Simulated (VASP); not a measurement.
Crystal: AlN.

```
CELL_PARAMETERS angstrom
0.00000 2.47799 2.47799
2.47799 0.00000 2.47799
2.47799 2.47799 0.00000
ATOMIC_POSITIONS crystal
Al 0.00000 0.00000 0.00000
N 0.75000 0.75000 0.75000
```

- Program: VASP 6.6.1
- Task: relaxation of cell and atoms
- Functional: PBE
- Potentials or basis: VASP PAW PBE potentials, release 64 (Al, N)
- Cutoff: 600 eV
- k mesh: 8 × 8 × 8
- Occupations: gaussian, width 0.1 eV
- Spin: no spin polarisation

At the start: pressure -33.4 GPa; volume 15.22 Å³/atom.

Problem. Where does the relaxation end?

Solution. Over 3 steps the energy falls by 647.4 meV/atom and the volume is 10.68 Å³/atom (-29.8 %); space group F-43m (No. 216, to 0.05 Å).

Step by step:
| step | energy change (eV) | largest force (eV/Å) | pressure (GPa) | volume (Å³) |
| --- | --- | --- | --- | --- |
| 1 | 0.0000 | 0.0000 | -33.44 | 30.43 |
| 2 | -1.0062 | 0.0000 | 36.72 | 18.48 |
| 3 | -1.2948 | 0.0000 | -0.40 | 21.35 |

Final structure:
```xyz
2
Lattice="0.0000 2.2019 2.2019 2.2019 0.0000 2.2019 2.2019 2.2019 0.0000" Properties=species:S:1:pos:R:3 pbc="T T T"
Al    0.0000    0.0000    0.0000
N     3.3029    3.3029    3.3029
```

Caveat: the volume moved by over 15 % at a fixed basis, so the end points are rough.
